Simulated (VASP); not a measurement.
The system is HfC.

```
CELL_PARAMETERS angstrom
0.00000 2.32500 2.32500
2.32500 0.00000 2.32500
2.32500 2.32500 0.00000
ATOMIC_POSITIONS crystal
Hf 0.50000 0.50000 0.50000
C 0.00000 0.00000 0.00000
```

Program: VASP 6.6.1. Alike in all runs: task single point; potentials or basis VASP PAW PBE potentials, release 64 (Hf_pv, C); no spin polarisation; cell as given; k mesh 10 × 10 × 10; cutoff (eV) 520.

Q: Order these runs on this cell by their pressure, lowest first.
A. level BLYP; smearing fermi-dirac 0.05 eV
B. level r2SCAN+D3(BJ); smearing gaussian 0.1 eV
C. level RPBE; smearing fermi-dirac 0.05 eV
D. level PBEsol; smearing gaussian 0.05 eV
E. level PBE; smearing gaussian 0.026 eV

A: D (-7.0 GPa), B (-4.6 GPa), E (-0.5 GPa), C (3.5 GPa), A (7.6 GPa).

Caveats: the PAW data sets were made with another functional, which shifts forces and pressure a little (at least some runs); the cell stands under pressure (at least some runs); the cell stands under tension (at least some runs).
